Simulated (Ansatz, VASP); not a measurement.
**AlRu: VASP beside Ansatz**

```
CELL_PARAMETERS angstrom
3.05143 0.00000 0.00000
0.00000 2.99160 0.00000
0.00000 0.00000 2.99160
ATOMIC_POSITIONS crystal
Al 0.00000 0.00000 0.00000
Ru 0.50000 0.50000 0.50000
```

Change from the starting cell: strain +0.0200 x Voigt [1, 0, 0, 0, 0, 0], atoms carried along.

Alike in both runs: task single point; functional PBEsol; k mesh 16 × 16 × 16; occupations gaussian, width 0.15 eV; no spin polarisation.

|  | VASP | Ansatz |
| --- | --- | --- |
| version | VASP 6.6.1 | Ansatz 0.2.0 |
| potentials or method | VASP PAW PBE potentials, release 64 (Al, Ru_pv), cutoff 520 eV | scalar-relativistic, plane waves, PAW |
| valence electrons in the cell | 17 | 19 |

```tsv
	VASP	Ansatz	Ansatz less VASP
gap on the k mesh at the Fermi level (eV)	none	none	-
pressure (GPa)	-7.0	-7.1	-0.04
traceless stress, the component that is largest in VASP (GPa)	-2.08	-2.07	+0.007
```

VASP's potentials were made for PBE, not for PBEsol. A gap of «none» marks a metal or a gap that the smearing closes. VASP's potentials hold 17 valence electrons a cell and Ansatz's 19, so a difference there can come from the potentials and not from the codes.
